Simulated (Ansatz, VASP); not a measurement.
## BAs in VASP and in Ansatz

File INCAR:

```
SYSTEM = BAs
PREC     = Accurate       ! precision mode
ENCUT    = 500            ! plane-wave cutoff, eV
EDIFF    = 1E-7           ! SCF threshold, eV
ISMEAR   = -1             ! smearing method
SIGMA    = 0.05           ! smearing width, eV
LREAL    = .FALSE.        ! projectors in reciprocal space
LASPH    = .TRUE.         ! aspherical terms in the spheres
NELM     = 120            ! most SCF steps
ALGO     = Normal         ! electronic algorithm
ISIF     = 3              ! what is computed and relaxed
LWAVE    = .FALSE.        ! write WAVECAR
LCHARG   = .FALSE.        ! write CHGCAR
GGA      = PE             ! functional
IVDW     = 12             ! dispersion correction
IBRION   = 2              ! ionic algorithm
NSW      = 60             ! ionic steps
EDIFFG   = -0.01          ! ionic threshold
GGA_COMPAT= .FALSE.      
NELMIN   = 4
```

File KPOINTS:

```
Automatic mesh
0
G
  10 10 10
  0 0 0
```

The input POSCAR:

```
BAs
1.0
    0.0000000000      2.3885000000      2.3885000000
    2.3885000000      0.0000000000      2.3885000000
    2.3885000000      2.3885000000      0.0000000000
As B
1 1
Direct
    0.7500000000      0.7500000000      0.7500000000
    0.0000000000      0.0000000000      0.0000000000
```

The input input.yaml:

```yaml
crystal:
  lattice:
    - [0.0, 2.3885, 2.3885]
    - [2.3885, 0.0, 2.3885]
    - [2.3885, 2.3885, 0.0]
  atoms:
    - { symbol: As, position: [0.75, 0.75, 0.75] }
    - { symbol: B, position: [0.0, 0.0, 0.0] }
hamiltonian:
  xc: pbe
  pseudopotentials: { kind: paw }
  dispersion: d3bj
kpoints:
  mp_grid: { grid: [10, 10, 10] }
scf:
  occupations: { method: fermi_dirac, width: 0.05 }
output:
  forces: true
  stress: true
  write_density: true
  write_potential: true
  elf: true
  volumetric_format: npy
relax:
  f_tol: 0.01
  max_steps: 40
  cell: { stress_tol: 0.05 }
```

Alike in both runs: task relaxation of cell and atoms; functional PBE; dispersion D3(BJ); k mesh 10 × 10 × 10; occupations fermi-dirac, width 0.05 eV; no spin polarisation.

```csv
,VASP,Ansatz
version,VASP 6.6.1,Ansatz 0.2.0
potentials or method,"VASP PAW PBE potentials, release 64 (As, B)",Ansatz PAW
plane-wave cutoff (eV),500,420
valence electrons in the cell,8,18
```

```tsv
	VASP	Ansatz	Ansatz less VASP
gap on the k mesh at the Fermi level, each at its own relaxed structure (eV)	1.17	1.18	+0.004
relaxed volume (Å³/atom)	13.58	13.52	-0.065
relaxed cell length with the largest relative difference (Å)	3.374	3.369	-0.0054
```

VASP's potentials hold 8 valence electrons a cell and Ansatz's 18, so a difference there can come from the potentials and not from the codes.

Noted on Ansatz's run: the plane-wave basis is chosen anew once the cell has moved, so the energies of steps on either side of that aren't comparable.
